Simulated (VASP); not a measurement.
Write the native input for VASP 6.6.1 that does the following.

- Task: relaxation of cell and atoms
- Functional: PBEsol
- Potentials or basis: VASP PAW PBE potentials, release 64 (Mo_sv, S)
- Cutoff: 600 eV
- k mesh: 12 × 12 × 4
- Occupations: gaussian, width 0.02 eV
- Spin: no spin polarisation
- Dipole correction: no
- Further INCAR settings: ALGO = Normal; EDIFF = 1e-07; IBRION = 2; EDIFFG = -0.005; NSW = 70; ISIF = 3

The structure of MoS2 lies in POSCAR:

```
MoS2
1.0
    3.1491697115      0.0000000000      0.0000000000
   -1.5745848558      2.7272609710      0.0000000000
    0.0000000000      0.0000000000     12.0898517008
Mo S
2 4
Direct
    0.3333333333      0.6666666667      0.2500000000
    0.6666666667      0.3333333333      0.7500000000
    0.3333333333      0.6666666667      0.6204901692
    0.6666666667      0.3333333333      0.1204901692
    0.3333333333      0.6666666667      0.8795098308
    0.6666666667      0.3333333333      0.3795098308
```

These files were run (other wordings do the same):

INCAR

```
SYSTEM = MoS2
PREC     = Accurate       ! precision mode
ENCUT    = 600            ! plane-wave cutoff, eV
EDIFF    = 1E-7           ! SCF threshold, eV
ISMEAR   = 0              ! smearing method
SIGMA    = 0.02           ! smearing width, eV
LREAL    = .False.        ! projectors in reciprocal space
LASPH    = .True.         ! aspherical terms in the spheres
NELM     = 100            ! most SCF steps
ALGO     = Normal         ! electronic algorithm
ISIF     = 3              ! what is computed and relaxed
LWAVE    = .False.        ! write WAVECAR
LCHARG   = .False.        ! write CHGCAR
GGA      = PS             ! functional
IBRION   = 2              ! ionic algorithm
NSW      = 70             ! ionic steps
EDIFFG   = -0.005         ! ionic threshold
```

KPOINTS

```
Automatic mesh
0
Gamma
  12 12 4
  0 0 0
```

Potentials or basis: VASP PAW PBE potentials, release 64 (Mo_sv, S).

Command:

```console
$ cat potpaw_PBE.64/Mo_sv/POTCAR potpaw_PBE.64/S/POTCAR > POTCAR
$ mpirun -np 1 vasp_std > vasp.out
```

It gave:

The relaxed volume is 17.86 Å³/atom, the relaxed cell is a = 3.141 Å, b = 3.141 Å, c = 12.540 Å, α = 90.00°, β = 90.00°, γ = 120.00° and the space group after relaxing (to 0.05 Å) is P6_3/mmc (No. 194). The energy gained by relaxing is 3.5 meV/atom and the ionic steps are 21. The pressure after relaxing is 0.0 GPa. The band gap on the k mesh is 0.98 eV, indirect (least direct gap 1.74 eV).

Caveat: the PAW data sets were made with another functional, which shifts forces and pressure a little; this functional lacks dispersion, which binds the layers, so the pressure and a relaxed spacing across them are unreliable.

Wall time 77 min on 1 thread of AMD EPYC 7R43 64-Core Processor (Zen 3), with other jobs on the host, peak memory 0.33 GiB.
